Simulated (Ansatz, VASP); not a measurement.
Two plane-wave programs on Al

Contents of INCAR:

```
SYSTEM = Al
PREC = Accurate
ENCUT = 520
EDIFF = 1E-6
ISMEAR = 0
SIGMA = 0.15
LREAL = .False.
LASPH = .True.
NELM = 60
ALGO = Normal
ISIF = 2
LWAVE = .False.
LCHARG = .True.
GGA = PE
IVDW = 12
LELF = .True.
LVHAR = .True.
NBANDS = 14
```

Contents of KPOINTS:

```
regular mesh
0
Gamma
  18 18 6
  0 0 0
```

File POSCAR:

```
Al
1.0
    2.8288378313      0.0000000000      0.0000000000
   -1.4144189157      2.4498454251      0.0000000000
    0.0000000000      0.0000000000      8.7108403340
Al
4
Direct
    0.0000000000      0.0000000000      0.0000000000
    0.3333333333      0.6666666667      0.2500000000
    0.0000000000      0.0000000000      0.5000000000
    0.6666666667      0.3333333333      0.7500000000
```

Input for Ansatz:

```yaml
crystal:
  lattice:
    - [2.8288378313, 0.0, 0.0]
    - [-1.4144189157, 2.4498454251, 0.0]
    - [0.0, 0.0, 8.710840334]
  atoms:
    - { symbol: Al, position: [0.0, 0.0, 0.0] }
    - { symbol: Al, position: [0.3333333333, 0.6666666667, 0.25] }
    - { symbol: Al, position: [0.0, 0.0, 0.5] }
    - { symbol: Al, position: [0.6666666667, 0.3333333333, 0.75] }
basis:
  ecutwfc: 420
kpoints:
  mp_grid: { grid: [18, 18, 6] }
hamiltonian:
  xc: pbe
  dispersion: d3bj
scf:
  occupations: { method: gaussian, width: 0.15 }
output:
  forces: true
  stress: true
  eigenvalues: true
```

Alike in both runs: task single point; functional PBE; dispersion D3(BJ); k mesh 18 × 18 × 6; occupations gaussian, width 0.15 eV; no spin polarisation.

|  | VASP | Ansatz |
| --- | --- | --- |
| version | VASP 6.6.1 | Ansatz 0.2.0 |
| potentials or method | VASP PAW PBE potentials, release 64 (Al), cutoff 520 eV | scalar-relativistic, plane waves, PAW |
| valence electrons in the cell | 12 | 12 |

|  | VASP | Ansatz | Ansatz less VASP |
| --- | --- | --- | --- |
| gap on the k mesh at the Fermi level (eV) | none | none | - |
| pressure (GPa) | 5.1 | 5.1 | +0.03 |
| traceless stress, the component that is largest in VASP (GPa) | 4.27 | 4.27 | 0.000 |

A gap of «none» marks a metal or a gap that the smearing closes.
